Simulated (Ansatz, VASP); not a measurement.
## One calculation of TiPd, two programs

```xyz
2
Lattice="3.1800 0.0000 0.0000 0.0000 3.1800 0.0000 0.0000 0.0000 3.2118" Properties=species:S:1:pos:R:3 pbc="T T T"
Ti    1.5900    1.5900    1.6059
Pd    0.0000    0.0000    0.0000
```

Change from the starting cell: zz strain of +1 %.

Alike in both runs: task single point; functional PBEsol; k mesh 13 × 13 × 13; occupations fermi-dirac, width 0.08 eV; no spin polarisation.

|  | VASP | Ansatz |
| --- | --- | --- |
| version | VASP 6.6.1 | Ansatz 0.2.0 |
| potentials or method | VASP PAW PBE potentials, release 64 (Ti_sv, Pd), cutoff 520 eV | all-electron LAPW, scalar-relativistic |

VASP gave:

- pressure (GPa): -8.3
- traceless stress, the component that is largest in VASP (GPa): 0.16

**Question.** Which values does Ansatz return?

**Answer.** Pressure (GPa): -8.2; traceless stress, the component that is largest in VASP (GPa): 0.16.

VASP's potentials were made for PBE, not for PBEsol. Ansatz ran all-electron here, and VASP with PAW potentials.
